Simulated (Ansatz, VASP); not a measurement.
**Mg: VASP beside Ansatz**

INCAR

```
  PREC = Accurate
  ENCUT = 520
  EDIFF = 1E-7
  ISMEAR = -1
  SIGMA = 0.05
  LREAL = False
  LASPH = True
  NELM = 80
  ALGO = Fast
  ISIF = 2
  LWAVE = False
  LCHARG = False
  GGA = RE
  IVDW = 13
  NBANDS = 9
```

KPOINTS

```
Automatic mesh
0
Gamma
  10 10 5
```

POSCAR

```
Mg
1.0
    3.1437856987      0.0000000000      0.0000000000
   -1.5718928494      2.7225982792      0.0000000000
    0.0000000000      0.0000000000      5.1039375022
Mg
2
Direct
    0.6666666667      0.3333333333      0.7500000000
    0.3333333333      0.6666666667      0.2500000000
```

Contents of input.yaml:

```yaml
crystal:
  lattice:
    - [3.1437856987, 0.0, 0.0]
    - [-1.5718928494, 2.7225982792, 0.0]
    - [0.0, 0.0, 5.1039375022]
  atoms:
    - { symbol: Mg, position: [0.6666666667, 0.3333333333, 0.75] }
    - { symbol: Mg, position: [0.3333333333, 0.6666666667, 0.25] }
hamiltonian:
  xc: revpbe
  pseudopotentials: { kind: paw }
  dispersion: d4
kpoints:
  mp_grid: { grid: [10, 10, 5] }
scf:
  occupations: { method: fermi_dirac, width: 0.05 }
output:
  forces: true
  stress: true
  eigenvalues: true
```

Alike in both runs: task single point; functional revPBE; dispersion D4; k mesh 10 × 10 × 5; occupations fermi-dirac, width 0.05 eV; no spin polarisation.

|  | VASP | Ansatz |
| --- | --- | --- |
| version | VASP 6.6.1 | Ansatz 0.2.0 |
| potentials or method | VASP PAW PBE potentials, release 64 (Mg) | Ansatz PAW |
| plane-wave cutoff (eV) | 520 | 420 |
| valence electrons in the cell | 4 | 20 |

Ansatz gave:

| Item | Value |
| --- | --- |
| gap on the k mesh at the Fermi level (eV) | none |
| pressure (GPa) | 2.2 |
| traceless stress, the component that is largest in VASP (GPa) | 0.66 |

Q: Estimate VASP's values.

A: gap on the k mesh at the Fermi level (eV): none; pressure (GPa): 2.0; traceless stress, the component that is largest in VASP (GPa): 0.66.

VASP's potentials were made for PBE, not for revPBE. A gap of «none» marks a metal or a gap that the smearing closes. VASP's potentials hold 4 valence electrons a cell and Ansatz's 20, so a difference there can come from the potentials and not from the codes.
